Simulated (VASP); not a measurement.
# Au in VASP: a series of runs

Au is run at these levels: PBE; tasks: single point.

All numbers are computed with VASP 6.6.1; they aren't measurements. Logs are shortened: lines on timing, memory, paths and dates and some standing lists are left out, and cuts for length are marked.

## Step 1: The cell of the first run

Symmetry: Fm-3m, No. 225, cubic system. Conventional cell: a = 3.886 Å, b = 3.886 Å, c = 3.886 Å, α = 90.00°, β = 90.00°, γ = 90.00°. Within 3.6 Å of Au (site symmetry m-3m) lie 12 Au at 2.75 Å.

## Step 2: Single point, PBE (strain -0.050 along x and y, -0.050 along z)

Contents of INCAR:

```
ALGO = Normal
EDIFF = 1E-7
ENCUT = 520
GGA = PE
ISIF = 2
ISMEAR = 0
LASPH = True
LCHARG = False
LREAL = False
LWAVE = False
NBANDS = 12
NELM = 60
PREC = Accurate
SIGMA = 0.15
```

Contents of KPOINTS:

```
k-points
0
Gamma
  20 20 20
```

Contents of POSCAR:

```
Au
1.0
    0.0000000000      1.9432250000      1.9432250000
    1.9432250000      0.0000000000      1.9432250000
    1.9432250000      1.9432250000      0.0000000000
Au
1
Direct
    0.0000000000      0.0000000000      0.0000000000
```

Potentials or basis: VASP PAW PBE potentials, release 64 (Au).

The run is started by

```
cat potpaw_PBE.64/Au/POTCAR > POTCAR
mpirun -np 1 vasp_std > vasp.out
```

OUTCAR:

```text
EDIFF = 1E-7
   ENCUT = 520
   GGA = PE
   ISIF = 2
   ISMEAR = 0
   LASPH = True
   LREAL = False
   NELM = 60
   PREC = Accurate

 ion  position               nearest neighbor table
   1  0.000  0.000  0.000-

  LATTYP: Found a face centered cubic cell.
 ALAT       =     3.8864500000

  Lattice vectors:

 A1 = (   0.0000000000,   1.9432250000,   1.9432250000)
 A2 = (   1.9432250000,   0.0000000000,   1.9432250000)
 A3 = (   1.9432250000,   1.9432250000,   0.0000000000)

Analysis of symmetry for initial positions (statically):
=====================================================================
 Subroutine PRICEL returns:
 Original cell was already a primitive cell.

 Routine SETGRP: Setting up the symmetry group for a
 face centered cubic supercell.

 Subroutine GETGRP returns: Found 48 space group operations
 (whereof 48 operations were pure point group operations)
 out of a pool of 48 trial point group operations.

The static configuration has the point symmetry O_h .

Analysis of symmetry for dynamics (positions and initial velocities):
=====================================================================
 Subroutine PRICEL returns:
 Original cell was already a primitive cell.

 Routine SETGRP: Setting up the symmetry group for a
 face centered cubic supercell.

 Subroutine GETGRP returns: Found 48 space group operations
 (whereof 48 operations were pure point group operations)
 out of a pool of 48 trial point group operations.

The dynamic configuration has the point symmetry O_h .

 Subroutine INISYM returns: Found 48 space group operations
 (whereof 48 operations are pure point group operations),
 and found     1 'primitive' translations

----------------------------------------------------------------------------------------

                                     Primitive cell

  volume of cell :      14.6757

  direct lattice vectors                    reciprocal lattice vectors
     0.000000000  1.943225000  1.943225000    -0.257304224  0.257304224  0.257304224
     1.943225000  0.000000000  1.943225000     0.257304224 -0.257304224  0.257304224
     1.943225000  1.943225000  0.000000000     0.257304224  0.257304224 -0.257304224

  length of vectors
     2.748135150  2.748135150  2.748135150     0.445663988  0.445663988  0.445663988

  position of ions in fractional coordinates (direct lattice)
     0.000000000  0.000000000  0.000000000

  ion indices of the primitive-cell ions
   primitive index   ion index
                 1           1

----------------------------------------------------------------------------------------

 KPOINTS: k-points

Automatic generation of k-mesh.
 Grid dimensions read from file:
 generate k-points for:   20   20   20

 Generating k-lattice:

  Cartesian coordinates                     Fractional coordinates (reciprocal lattice)
    -0.012865211  0.012865211  0.012865211     0.050000000  0.000000000  0.000000000
     0.012865211 -0.012865211  0.012865211     0.000000000  0.050000000  0.000000000
     0.012865211  0.012865211 -0.012865211     0.000000000  0.000000000  0.050000000

  Length of vectors
     0.022283199  0.022283199  0.022283199

  Shift w.r.t. Gamma in fractional coordinates (k-lattice)
     0.000000000  0.000000000  0.000000000

 Subroutine IBZKPT returns following result:
 ===========================================

 Found    256 irreducible k-points:

 Following reciprocal coordinates:
            Coordinates               Weight
  0.000000  0.000000  0.000000      1.000000
  0.050000  0.000000  0.000000      8.000000
  0.100000  0.000000  0.000000      8.000000
  0.150000  0.000000  0.000000      8.000000
  0.200000  0.000000  0.000000      8.000000
  0.250000  0.000000  0.000000      8.000000
[... 16 lines left out ...]
 -0.400000  0.050000  0.000000     24.000000
 -0.350000  0.050000  0.000000     24.000000
 [... further k-points ...]
   k-points           NKPTS =    256   k-points in BZ     NKDIM =    256   number of bands    NBANDS=     12
   number of dos      NEDOS =    301   number of ions     NIONS =      1
   total plane-waves  NPLWV =   8000
   dimension x,y,z NGX =    20 NGY =   20 NGZ =   20
   dimension x,y,z NGXF=    40 NGYF=   40 NGZF=   40
   ions per type =               1
   NGX,Y,Z   is equivalent  to a cutoff of  12.10, 12.10, 12.10 a.u.
   NGXF,Y,Z  is equivalent  to a cutoff of  24.20, 24.20, 24.20 a.u.
 SYSTEM =  unknown system
   PREC   = accura    normal or accurate (medium, high low for compatibility)
   ISTART =      0    job   : 0-new  1-cont  2-samecut
   ICHARG =      2    charge: 1-file 2-atom 10-const
   ISPIN  =      1    spin polarized calculation?
   LNONCOLLINEAR =      F non collinear calculations
   LSORBIT =      F    spin-orbit coupling
   LASPH  =      T    aspherical Exc in radial PAW
   ENCUT  =  520.0 eV  38.22 Ry    6.18 a.u.   5.11  5.11  5.11*2*pi/ulx,y,z
   NELM   =     60;   NELMIN=  2; NELMDL= -5     # of ELM steps
   EDIFF  = 0.1E-06   stopping-criterion for ELM
   LREAL  =      F    real-space projection
   EDIFFG = 0.1E-05   stopping-criterion for IOM
   NSW    =      0    number of steps for IOM
   IBRION =     -1    ionic relax: 0-MD 1-quasi-New 2-CG
   NFREE  =      0    steps in history (QN), initial steepest desc. (CG)
   ISIF   =      2    stress and relaxation
   ISYM   =      2    0-nonsym 1-usesym 2-fastsym
   POTIM  = 0.5000    time-step for ionic-motion
   TEBEG  =    0.0;   TEEND  =   0.0 temperature during run
   PSTRESS=    0.0 pullay stress
   NELECT =      11.0000    total number of electrons
   NUPDOWN=      -1.0000    fix difference up-down
   EMIN   =  10.00;   EMAX   =-10.00  energy-range for DOS
   EFERMI =   0.00;   METHOD = LEGACY
   ISMEAR =     0;   SIGMA  =   0.15  broadening in eV -4-tet -1-fermi 0-gaus
   EFERMI_NEDOS =   21; number of points for ismear=-14 and -15
   IALGO  =     38    algorithm
   IMIX   =      4    mixing-type and parameters
     AMIX     =   0.40;   BMIX     =  1.00
     AMIX_MAG =   1.60;   BMIX_MAG =  1.00
  volume/ion in A,a.u.               =      14.68        99.04
  Fermi-wavevector in a.u.,A,eV,Ry     =   1.487097  2.810206 30.088707  2.211458
  Thomas-Fermi vector in A             =   2.600301
   LORBIT       =      0    0 simple, 1 ext, 2 COOP (PROOUT), +10 PAW based schemes
   GGA     = PE    functional components
   LHFCALC =     F    Hartree Fock is set to
   AEXX    =    0.0000 exact exchange contribution
   IVDW    =     0    specifies the selected vdW correction
   LEPSILON=     F    determine dielectric tensor
   LRPA    =     F    only Hartree local field effects (RPA)
 non-spin polarized calculation
 Gauss-broadening in eV      SIGMA  =   0.15
  energy-cutoff  :      520.00
  volume of cell :       14.68
 maximum number of plane-waves:       411
   NGX = 11   NGY = 11   NGZ = 11

 number of electron      10.9999999 magnetization

 Free energy of the ion-electron system (eV)
  ---------------------------------------------------
  ext. energy  EPLUGINS =         0.00000000
  ---------------------------------------------------
  free energy    TOTEN  =        -2.80813639 eV

  energy without entropy =       -2.80505987  energy(sigma->0) =       -2.80659813

 E-fermi :  12.2487     XC(G=0): -13.6303

 val. band max:       12.2431978524   @ k =   0.5000   0.3000   0.1500
 cond. band min:      12.3133242429   @ k =   0.5000   0.2500   0.1000
 fundamental gap:      0.0701263905
 Fermi energy:        12.2487263822

 k-point     1 :       0.0000    0.0000    0.0000
  band No.  band energies     occupation
      1       0.6341      2.00000
      2       6.5958      2.00000
      3       6.5958      2.00000
      4       6.5958      2.00000
      5       8.5631      2.00000
      6       8.5631      2.00000
      7      26.3736      0.00000
      8      31.2476      0.00000
      9      31.2476      0.00000
     10      31.2476      0.00000
     11      36.6696      0.00000
     12      43.2522      0.00000

 k-point     2 :       0.0500    0.0000    0.0000
  band No.  band energies     occupation
      1       0.7349      2.00000
      2       6.5560      2.00000
      3       6.6342      2.00000
      4       6.6342      2.00000
      5       8.5431      2.00000
      6       8.5431      2.00000
      7      26.5191      0.00000
      8      30.6595      0.00000
      9      31.3929      0.00000
     10      31.3929      0.00000
     11      37.2895      0.00000
     12      41.8655      0.00000

 k-point     3 :       0.1000    0.0000    0.0000
  band No.  band energies     occupation
      1       1.0299      2.00000
      2       6.4515      2.00000
      3       6.7377      2.00000
      4       6.7377      2.00000
      5       8.4974      2.00000
      6       8.4974      2.00000
      7      26.9180      0.00000
      8      29.3709      0.00000
      9      31.8170      0.00000
     10      31.8170      0.00000
     11      38.0750      0.00000
     12      40.4528      0.00000
[... 286 lines left out ...]
 k-point    23 :      -0.4000    0.0500    0.0000
  band No.  band energies     occupation
      1       3.4510      2.00000
      2       6.5612      2.00000
      3       6.6510      2.00000
      4       8.7429      2.00000
      5       9.7491      2.00000
      6      10.5533      2.00000
      7      17.8803      0.00000
      8      26.2766      0.00000
      9      30.2300      0.00000
     10      31.3205      0.00000
     11      38.2175      0.00000
     12      39.1337      0.00000

 k-point    24 :      -0.3500    0.0500    0.0000
  band No.  band energies     occupation
      1       3.4215      2.00000
      2       6.6661      2.00000
      3       6.7446      2.00000
      4       7.8190      2.00000
      5       9.3788      2.00000
      6      10.0371      2.00000
      7      19.7453      0.00000
      8      26.7075      0.00000
      9      30.8123      0.00000
     10      32.4665      0.00000
     11      36.8753      0.00000
     12      38.2804      0.00000

 [... further k-points ...]

------------------------ aborting loop because EDIFF is reached ----------------------------------------

  FORCE on cell =-STRESS in cart. coord.  units (eV):
  Direction    XX          YY          ZZ          XY          YZ          ZX
  --------------------------------------------------------------------------------------
  -------------------------------------------------------------------------------------
  Total        4.6310927      4.6310927      4.6310927      0.0000000      0.0000000      0.0000000
  in kB      505.5857153    505.5857153    505.5857153      0.0000000      0.0000000      0.0000000
  external PRESSURE =     505.5857153 kB  Pullay stress =       0.0000000 kB

 VOLUME and BASIS-vectors are now :
 -----------------------------------------------------------------------------
  energy-cutoff  :      520.00
  volume of cell :       14.68
      direct lattice vectors                 reciprocal lattice vectors
     0.000000000  1.943225000  1.943225000    -0.257304224  0.257304224  0.257304224
     1.943225000  0.000000000  1.943225000     0.257304224 -0.257304224  0.257304224
     1.943225000  1.943225000  0.000000000     0.257304224  0.257304224 -0.257304224

 POSITION                                       TOTAL-FORCE (eV/Angst)
 -----------------------------------------------------------------------------------
      0.00000      0.00000      0.00000        -0.000000     -0.000000     -0.000000
 -----------------------------------------------------------------------------------
    total drift:                               -0.000000     -0.000000     -0.000000

  FREE ENERGIE OF THE ION-ELECTRON SYSTEM (eV)
  ---------------------------------------------------
  free  energy   TOTEN  =        -2.8081363850 eV

  energy  without entropy=       -2.8050598663  energy(sigma->0) =       -2.80659813
```

It took 34 s on 1 thread of AMD EPYC 7R43 (Zen 3), shared host; peak memory 0.12 GiB.

Results:

```
Free energy : -2.8081 eV
Pressure    : 50.6 GPa
```

Caveat: the cell differs from its parent crystal (strain -0.050 along x and y, -0.050 along z); spin-orbit coupling is left out, which moves the levels of the heavy elements.

## Step 3: Single point, PBE (strain +0.050 along x and y, +0.050 along z)

Contents of INCAR:

```
ALGO = Normal
EDIFF = 1E-6
ENCUT = 520
GGA = PE
ISIF = 2
ISMEAR = 0
LASPH = T
LCHARG = T
LELF = T
LREAL = F
LVHAR = T
LWAVE = F
NBANDS = 12
NELM = 80
PREC = Accurate
SIGMA = 0.15
```

KPOINTS is that of step 2.

Contents of POSCAR:

```
Au
1.0
    0.0000000000      2.1477750000      2.1477750000
    2.1477750000      0.0000000000      2.1477750000
    2.1477750000      2.1477750000      0.0000000000
Au
1
Direct
    0.0000000000      0.0000000000      0.0000000000
```

Potentials or basis: VASP PAW PBE potentials, release 64 (Au).

The run is started by

```
cat potpaw_PBE.64/Au/POTCAR > POTCAR
mpirun -np 1 vasp_std > vasp.out
```

It took 50 s on 1 thread of AMD EPYC 7R43 (Zen 3), shared host; peak memory 0.15 GiB.

It converged, with:

```yaml
Free_energy: -3.1565 eV
Pressure: -10.3 GPa
```

Levels at points of the mesh, in eV from the Fermi level:
```
           k point  band 4  band 5  band 6  band 7  band 8  band 9
(0.00, 0.00, 0.00)   -3.93   -2.77   -2.77   14.65   17.78   17.78
(0.50, 0.00, 0.00)   -1.85   -1.85   -0.26    2.37   14.07   16.00
(0.50, 0.50, 0.00)   -1.61   -1.61    1.46    4.68    9.60    9.60
```

Caveat: the cell differs from its parent crystal (strain +0.050 along x and y, +0.050 along z); spin-orbit coupling is left out, which moves the levels of the heavy elements.

## Step 4: Single point, PBE (strain -0.050 along x and y, -0.025 along z)

Contents of INCAR:

```
SYSTEM = Au
ALGO = Normal ; EDIFF = 1E-7
ENCUT = 520 ; GGA = PE
ISIF = 2 ; ISMEAR = 0
LASPH = .True. ; LCHARG = .False.
LREAL = .False. ; LWAVE = .False.
NBANDS = 12 ; NELM = 100
PREC = Accurate ; SIGMA = 0.15
```

Contents of KPOINTS:

```
k-points
0
Gamma
  20 20 20
  0 0 0
```

Contents of POSCAR:

```
Au
1.0
    0.0000000000      1.9432250000      1.9943625000
    1.9432250000      0.0000000000      1.9943625000
    1.9432250000      1.9432250000      0.0000000000
Au
1
Direct
    0.0000000000      0.0000000000      0.0000000000
```

The run is started by

```
cat potpaw_PBE.64/Au/POTCAR > POTCAR
mpirun -np 1 vasp_std > vasp.out
```

Run time: 1.8 min. Hardware: 1 thread of AMD EPYC 7R43 (Zen 3), shared host; peak memory 0.2 GiB.

Results (log left out):

- Free energy: -2.9173 eV
- Pressure: 40.9 GPa

Stress tensor (GPa, compression positive):
```
41.36  0.00  0.00
 0.00 41.36  0.00
 0.00  0.00 39.94
```

Levels at points of the mesh, in eV from the Fermi level:
| k point | band 2 | band 3 | band 4 | band 5 | band 6 | band 7 | band 8 | band 9 | band 10 | band 11 |
| --- | --- | --- | --- | --- | --- | --- | --- | --- | --- | --- |
| (0.00, 0.00, 0.00) | -5.66 | -5.38 | -5.38 | -3.75 | -3.44 | 14.23 | 18.54 | 19.14 | 19.14 | 24.28 |
| (0.50, 0.00, 0.00) | -5.66 | -5.40 | -2.17 | -2.04 | -1.61 | 3.76 | 13.67 | 17.74 | 18.26 | 26.50 |
| (0.50, 0.50, 0.00) | -8.00 | -2.14 | -1.71 | -1.71 | 0.29 | 6.37 | 10.63 | 10.63 | 18.84 | 21.85 |
| (0.50, 0.00, 0.50) | -7.99 | -2.17 | -1.81 | -1.57 | 0.79 | 7.05 | 10.08 | 10.21 | 18.45 | 21.44 |

Caveat: the cell differs from its parent crystal (strain -0.050 along x and y, -0.025 along z); spin-orbit coupling is left out, which moves the levels of the heavy elements.

(Continued in part 2 of 2.)
